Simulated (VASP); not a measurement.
A run of VASP 6.6.1 is set up as follows.

Contents of INCAR:

```
ALGO     = Normal         # electronic algorithm
EDIFF    = 1E-6           # SCF threshold, eV
ENCUT    = 500            # plane-wave cutoff, eV
GGA      = PS             # functional
GGA_COMPAT= F            
ISIF     = 2              # what is computed and relaxed
ISMEAR   = 0              # smearing method
LASPH    = T              # aspherical terms in the spheres
LCHARG   = F              # write CHGCAR
LREAL    = F              # projectors in reciprocal space
LWAVE    = F              # write WAVECAR
NBANDS   = 18             # bands
NELM     = 120            # most SCF steps
PREC     = Accurate       # precision mode
SIGMA    = 0.1            # smearing width, eV
```

File KPOINTS:

```
k-points
0
Gamma
  14 14 8
```

The input POSCAR:

```
Au
1.0
    1.4769417043     -2.5089483933      0.0207383217
    1.4629863100      2.5012426409     -0.0970901908
   -0.1323602380     -0.1127875595      5.0823395471
Au
2
Direct
    0.6491876199      0.2971813552      0.2426509803
    0.3508123801      0.7028186448      0.7573490197
```

Potentials or basis: VASP PAW PBE potentials, release 64 (Au).

The run is started by

```console
$ cat potpaw_PBE.64/Au/POTCAR > POTCAR
$ mpirun -np 1 vasp_std > vasp.out
```

Q: What does it give for the pressure?

A: -11.1 GPa.

Q: Estimate the largest force.

A: 0.402 eV/Å.

Stress tensor (GPa, compression positive):
```
-10.86  -0.03   1.35
 -0.03 -11.81   0.90
  1.35   0.90 -10.69
```

Caveat: the cell differs from its parent crystal (strained and its atoms moved); the cell stands under tension; the PAW data sets were made with another functional, which shifts forces and pressure a little.
